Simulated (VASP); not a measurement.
A run of VASP 6.6.1 is set up as follows.

Contents of INCAR:

```
PREC     = Accurate       # precision mode
ENCUT    = 600            # plane-wave cutoff, eV
EDIFF    = 1E-6           # SCF threshold, eV
ISMEAR   = 1              # smearing method
SIGMA    = 0.3            # smearing width, eV
LREAL    = False          # projectors in reciprocal space
LASPH    = True           # aspherical terms in the spheres
NELM     = 120            # most SCF steps
ALGO     = Normal         # electronic algorithm
ISIF     = 2              # what is computed and relaxed
LWAVE    = False          # write WAVECAR
LCHARG   = False          # write CHGCAR
GGA      = PS             # functional
NBANDS   = 18             # bands
GGA_COMPAT= False
```

File KPOINTS:

```
regular mesh
0
Gamma
  12 12 7
```

POSCAR

```
Cu
1.0
    2.5340970000      0.0000000000      0.0000000000
   -1.2670485000      2.1945923777      0.0000000000
    0.0000000000      0.0000000000      4.1125710000
Cu
2
Direct
    0.3333333333      0.6666666667      0.2500000000
    0.6666666667      0.3333333333      0.7500000000
```

Potentials or basis: VASP PAW PBE potentials, release 64 (Cu).

Run with:

```sh
$ cat potpaw_PBE.64/Cu/POTCAR > POTCAR
$ mpirun -np 1 vasp_std > vasp.out
```

(1) What does it give for the pressure?

(2) Predict the band gap on the k mesh.

## Answers

(1) -0.6 GPa.

(2) zero (bands 11 and 12 overlap by 5.93 eV).

Caveat: so wide a smearing shifts energies and pressures; the PAW data sets were made with another functional, which shifts forces and pressure a little.
